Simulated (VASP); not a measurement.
Write the native input for VASP 6.6.1 that does the following.

```yaml
Task: single point
Functional: r2SCAN
Potentials_or_basis: VASP PAW PBE potentials, release 64 (H, C, I)
Cutoff: 520 eV
k_mesh: 6 × 6 × 6
Occupations: gaussian, width 0.02 eV
Spin: no spin polarisation
Dipole_correction: no
Further_INCAR_settings: ALGO = Normal; EDIFF = 1e-07; NBANDS = 18
```

Crystal: H2CI2.

```
H C I
1.0
     0.00000    6.50580    2.35282
     3.65777    0.00000    2.35282
     3.65777    6.50580    0.00000
H C I
2 1 2
Direct
  0.74243 0.98869 0.25757
  0.98869 0.74243 0.01131
  0.99394 0.99394 0.00606
  0.38285 0.10811 0.89189
  0.10811 0.38285 0.61715
```

One way to write it, as run:

POSCAR

```
H2CI2
1.0
    0.0000000000      6.5058016368      2.3528171019
    3.6577659333      0.0000000000      2.3528171019
    3.6577659333      6.5058016368      0.0000000000
H C I
2 1 2
Direct
    0.7424292518      0.9886861084      0.2575707482
    0.9886861084      0.7424292518      0.0113138916
    0.9939407288      0.9939407288      0.0060592712
    0.3828501396      0.1081137716      0.8918862284
    0.1081137716      0.3828501396      0.6171498604
```

INCAR.step1

```
SYSTEM = H2CI2
PREC = Accurate
ENCUT = 520
ISMEAR = 0
SIGMA = 0.02
LREAL = .False.
LASPH = .True.
NELM = 80
NBANDS = 18
GGA = PE
ALGO = Normal
EDIFF = 1E-4
LWAVE = .True.
LCHARG = .False.
```

INCAR.step2

```
SYSTEM = H2CI2
PREC = Accurate
ENCUT = 520
EDIFF = 1E-7
ISMEAR = 0
SIGMA = 0.02
LREAL = .False.
LASPH = .True.
NELM = 80
ALGO = Normal
ISIF = 2
LWAVE = .False.
LCHARG = .False.
METAGGA = R2SCAN
LMIXTAU = .True.
NBANDS = 18
ISTART = 1
```

KPOINTS

```
regular mesh
0
Gamma
  6 6 6
  0 0 0
```

Potentials or basis: VASP PAW PBE potentials, release 64 (H, C, I).

The run is started by

```bash
$ cat potpaw_PBE.64/H/POTCAR potpaw_PBE.64/C/POTCAR potpaw_PBE.64/I/POTCAR > POTCAR
$ cp INCAR.step1 INCAR
$ mpirun -np 1 vasp_std > vasp.out
$ cp INCAR.step2 INCAR
$ mpirun -np 1 vasp_std > vasp.out
```

Results of the run:

```yaml
Pressure: 0.4 GPa
Largest_force: 0.116 eV/Å
Band_gap_on_the_k_mesh: 3.13 eV (least direct gap 3.22 eV)
```

Caveat: the PAW data sets were made with another functional, which shifts forces and pressure a little; spin-orbit coupling is left out, which moves the levels of the heavy elements.

Wall time 5.2 min on 1 thread of Intel(R) Xeon(R) 6975P-C (Granite Rapids) (shared host), peak memory 0.38 GiB.
